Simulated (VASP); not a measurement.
A run of VASP 6.6.1 is set up as follows.

Contents of INCAR:

```
ALGO = Normal
EDIFF = 1E-6
EDIFFG = -0.01
ENCUT = 600
GGA = PE
IBRION = 2
ISIF = 3
ISMEAR = 0
LASPH = T
LCHARG = F
LREAL = F
LWAVE = F
NELM = 100
NSW = 100
PREC = Accurate
SIGMA = 0.1
```

KPOINTS

```
k-points
0
Gamma
  9 9 9
```

The input POSCAR:

```
Au
1.0
    4.5204670216      2.6098928518      1.5831309727
   -4.5204670216      2.6098928518      1.5831309727
    0.0000000000     -5.2197857036      1.5831309727
Au
6
Direct
    0.4350868924      0.2500000000      0.0649131076
    0.0649131076      0.4350868924      0.2500000000
    0.2500000000      0.0649131076      0.4350868924
    0.5649131076      0.7500000000      0.9350868924
    0.9350868924      0.5649131076      0.7500000000
    0.7500000000      0.9350868924      0.5649131076
```

Potentials or basis: VASP PAW PBE potentials, release 64 (Au).

Run with:

```sh
$ cat potpaw_PBE.64/Au/POTCAR > POTCAR
$ mpirun -np 1 vasp_std > vasp.out
```

**Question.** Estimate the relaxed volume.

**Answer.** 18.62 Å³/atom.

**Question.** Predict the band gap on the k mesh.

**Answer.** Zero (bands 33 and 34 overlap by 3.18 eV).

**Question.** Predict the space group after relaxing (to 0.1 Å).

**Answer.** R-3c (No. 167).

Stress tensor (GPa, compression positive):
```
 0.07  0.00  0.00
 0.00  0.07  0.00
 0.00  0.00 -0.07
```

Caveat: spin-orbit coupling is left out, which moves the levels of the heavy elements.
